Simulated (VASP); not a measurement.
Here is a VASP 6.6.1 calculation.

INCAR

```
SYSTEM = Ti
  PREC = Accurate
  ENCUT = 520
  EDIFF = 1E-7
  ISMEAR = 0
  SIGMA = 0.15
  LREAL = .FALSE.
  LASPH = .TRUE.
  NELM = 100
  ALGO = Fast
  ISIF = 2
  LWAVE = .FALSE.
  LCHARG = .TRUE.
  GGA = PS
  LELF = .TRUE.
  LVHAR = .TRUE.
  NBANDS = 12
```

KPOINTS

```
Automatic mesh
0
G
  20 20 20
  0 0 0
```

POSCAR

```
Ti
1.0
    0.0000000000      2.1251055000      2.1251055000
    2.0300000000      0.0951055000      2.0300000000
    2.0300000000      2.0300000000      0.0951055000
Ti
1
Direct
    0.0000000000      0.0000000000      0.0000000000
```

Potentials or basis: VASP PAW PBE potentials, release 64 (Ti_sv).

Run with:

```sh
$ cat potpaw_PBE.64/Ti_sv/POTCAR > POTCAR
$ mpirun -np 1 vasp_std > vasp.out
```

(1) What does it give for the pressure?

(2) Predict the band gap on the k mesh.

## Answers

(1) -0.2 GPa.

(2) zero (bands 6 and 7 overlap by 1.18 eV).

Caveat: the cell differs from its parent crystal (strain +0.0937 x Voigt [0, 0, 0, 1, 0, 0]); the PAW data sets were made with another functional, which shifts forces and pressure a little.
